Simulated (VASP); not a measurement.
Crystal: Br.

```
Br
1.0
     0.00000    2.38110    2.38110
     2.38110    0.00000    2.38110
     2.38110    2.38110    0.00000
Br
1
Direct
  0.00000 0.00000 0.00000
```

| Quantity | Value |
| --- | --- |
| Program | VASP 6.6.1 |
| Task | relaxation of cell and atoms |
| Functional | LDA |
| Potentials or basis | VASP PAW LDA potentials, release 64 (Br) |
| Cutoff | 600 eV |
| k mesh | 14 × 14 × 14 |
| Occupations | fermi-dirac, width 0.1 eV |
| Spin | no spin polarisation |

At the start: pressure -5.0 GPa; volume 27.00 Å³/atom.

**Question.** How do energy, volume and symmetry change on relaxing?

**Answer.** Over 4 steps the energy falls by 74.0 meV/atom and the volume is 22.96 Å³/atom (-15.0 %); space group Fm-3m (No. 225, to 0.1 Å) before and after.

Step by step:
```
step  energy change (eV)  largest force (eV/Å)  pressure (GPa)  volume (Å³)
   1              0.0000                0.0000           -4.98        27.00
   2             -0.0695                0.0000           -1.59        23.85
   3             -0.0740                0.0000           -0.11        23.04
   4             -0.0740                0.0000            0.02        22.96
```

Final structure:
```
Br
1.0
     0.00000    2.25592    2.25592
     2.25592    0.00000    2.25592
     2.25592    2.25592    0.00000
Br
1
Direct
  0.00000 0.00000 0.00000
```

Caveat: an odd number of electrons without spin polarisation forces a metal; a magnetic or distorted state may lie lower.
